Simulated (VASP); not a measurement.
## Si: single point with PBE

The system is Si.

```
Si
1.0
     3.85134    0.00000    0.00000
    -1.92567    3.33536    0.00000
     0.00000    0.00000    6.36469
Si
4
Cartesian
  0.0000 2.2236 -0.0005
  1.9257 1.1118 3.1819
  0.0000 2.2236 2.3809
  1.9257 1.1118 5.5632
```

* Program: VASP 6.6.1
* Task: single point
* Functional: PBE
* Potentials or basis: VASP PAW PBE potentials, release 64 (Si)
* Cutoff: 520 eV
* k mesh: 9 × 9 × 6
* Occupations: gaussian, width 0.01 eV
* Spin: no spin polarisation
* Dipole correction: no
* Further INCAR settings: ALGO = Normal; EDIFF = 1e-06; NBANDS = 16

| Property | Result |
| --- | --- |
| Pressure | -0.1 GPa |
| Band gap on the k mesh | 0.49 eV, indirect (least direct gap 0.99 eV) |

Levels at points of the mesh, in eV from the valence-band top:
| k point | band 6 | band 7 | band 8 | band 9 | band 10 | band 11 |
| --- | --- | --- | --- | --- | --- | --- |
| (0.00, 0.00, 0.00) | -0.33 | 0.00 | 0.00 | 0.99 | 2.02 | 2.02 |
| (0.00, 0.00, 0.50) | -0.91 | -0.91 | -0.91 | 1.77 | 1.77 | 2.99 |

It took 31 s on 1 thread of Intel(R) Xeon(R) Platinum 8488C (Sapphire Rapids) (shared host), peak memory 0.2 GiB.

A k mesh can miss the band edges. As with any semilocal functional, this PBE gap is likely too small.
